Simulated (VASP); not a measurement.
Input of a VASP 6.6.1 run:

The input INCAR:

```
SYSTEM = Br
  PREC = Accurate
  ENCUT = 520
  EDIFF = 1E-6
  ISMEAR = 0
  SIGMA = 0.15
  LREAL = .False.
  LASPH = .True.
  NELM = 60
  ALGO = Normal
  ISIF = 2
  LWAVE = .False.
  LCHARG = .False.
  GGA = PE
  IVDW = 12
  NBANDS = 10
```

File KPOINTS:

```
Automatic mesh
0
Gamma
  22 22 22
  0 0 0
```

POSCAR

```
Br
1.0
   -1.4690500000      1.4690500000      3.3826500000
    1.4690500000     -1.4690500000      3.3826500000
    1.4690500000      1.4690500000     -3.3826500000
Br
1
Direct
    0.0000000000      0.0000000000      0.0000000000
```

Potentials or basis: VASP PAW PBE potentials, release 64 (Br).

Launch:

```console
$ cat potpaw_PBE.64/Br/POTCAR > POTCAR
$ mpirun -np 1 vasp_std > vasp.out
```

Problem. Estimate the band gap on the k mesh.

Solution. Zero (an odd number of electrons rules out a gap without spin polarisation).

Problem. What does it give for the pressure?

Solution. -2.6 GPa.

Stress tensor (GPa, compression positive):
```
-4.38  0.00  0.00
 0.00 -4.38  0.00
 0.00  0.00  1.06
```

Caveat: the stress differs along the axes, from -4 to 1 GPa; an odd number of electrons without spin polarisation forces a metal; a magnetic or distorted state may lie lower.
